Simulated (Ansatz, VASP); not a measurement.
**Two plane-wave programs on GaMo**

The input INCAR:

```
SYSTEM = GaMo
PREC = Accurate
ENCUT = 600
EDIFF = 1E-6
ISMEAR = 0
SIGMA = 0.2
LREAL = .FALSE.
LASPH = .TRUE.
NELM = 80
ALGO = Normal
ISIF = 3
LWAVE = .FALSE.
LCHARG = .FALSE.
GGA = PE
IBRION = 2
NSW = 36
EDIFFG = -0.08
```

The input KPOINTS:

```
regular mesh
0
G
  6 6 6
  0 0 0
```

The input POSCAR:

```
GaMo
1.0
    0.0000000000      2.6356305500      2.6356305500
    2.6356305500      0.0000000000      2.6356305500
    2.6356305500      2.6356305500      0.0000000000
Ga Mo
1 1
Direct
    0.5000000000      0.5000000000      0.5000000000
    0.7500000000      0.7500000000      0.7500000000
```

Input for Ansatz:

```yaml
crystal:
  lattice:
    - [0.0, 2.63563055, 2.63563055]
    - [2.63563055, 0.0, 2.63563055]
    - [2.63563055, 2.63563055, 0.0]
  atoms:
    - { symbol: Ga, position: [0.5, 0.5, 0.5] }
    - { symbol: Mo, position: [0.75, 0.75, 0.75] }
basis:
  ecutwfc: 420
kpoints:
  mp_grid: { grid: [6, 6, 6] }
hamiltonian:
  xc: pbe
scf:
  occupations: { method: gaussian, width: 0.2 }
  lower_state_search: "off"
output:
  forces: true
  stress: true
  eigenvalues: true
relax:
  adjacent_minimum: "off"
  f_tol: 0.08
  max_steps: 16
  cell: { stress_tol: 0.8 }
```

Alike in both runs: task relaxation of cell and atoms; functional PBE; k mesh 6 × 6 × 6; occupations gaussian, width 0.2 eV; no spin polarisation.

|  | VASP | Ansatz |
| --- | --- | --- |
| version | VASP 6.6.1 | Ansatz 0.2.0 |
| potentials or method | VASP PAW PBE potentials, release 64 (Ga_d, Mo_sv), cutoff 600 eV | scalar-relativistic, plane waves, PAW |
| valence electrons in the cell | 27 | 27 |

Ansatz gave:

* gap on the k mesh at the Fermi level, each at its own relaxed structure (eV): none
* relaxed volume (Å³/atom): 23.05
* relaxed cell length with the largest relative difference (Å): 4.025

Q: Estimate VASP's values.

A: gap on the k mesh at the Fermi level, each at its own relaxed structure (eV): none; relaxed volume (Å³/atom): 23.41; relaxed cell length with the largest relative difference (Å): 4.046.

A gap of «none» marks a metal or a gap that the smearing closes.

Noted on VASP's run: the volume moved by over 15 % at a fixed basis, so the end points are rough.
